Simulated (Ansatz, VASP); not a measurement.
**Two plane-wave programs on LiNbO3**

```
CELL_PARAMETERS angstrom
2.65057 1.53030 4.62135
-2.65057 1.53030 4.62135
0.00000 -3.06061 4.62135
ATOMIC_POSITIONS crystal
Li 0.28159 0.28159 0.28159
Li 0.78159 0.78159 0.78159
Nb 0.00049 0.00049 0.00049
Nb 0.50049 0.50049 0.50049
O 0.11046 0.35803 0.72110
O 0.72110 0.11046 0.35803
O 0.35803 0.72110 0.11046
O 0.22110 0.85803 0.61046
O 0.85803 0.61046 0.22110
O 0.61046 0.22110 0.85803
```

Alike in both runs: task single point; functional PBE; k mesh 6 × 6 × 6; occupations gaussian, width 0.05 eV; no spin polarisation.

|  | VASP | Ansatz |
| --- | --- | --- |
| version | VASP 6.6.1 | Ansatz 0.2.0 |
| potentials or method | VASP PAW PBE potentials, release 64 (Li_sv, Nb_sv, O), cutoff 520 eV | scalar-relativistic, plane waves, PAW |
| valence electrons in the cell | 68 | 68 |

|  | VASP | Ansatz | Ansatz less VASP |
| --- | --- | --- | --- |
| gap on the k mesh at the Fermi level (eV) | 3.38 | 3.39 | +0.014 |
| least direct gap on the mesh (eV) | 3.43 | 3.44 | +0.012 |
| rms of the force components (eV/Å) | 0.234 | 0.236 | +0.0019 |

Atom by atom the forces differ by 0.009 eV/Å (rms over components). With one functional, cell and mesh, what is left measures potentials, basis and numerics.

Noted on VASP's run: the cutoff is under 1.25 times that of the potentials, so the pressure is a little rough.
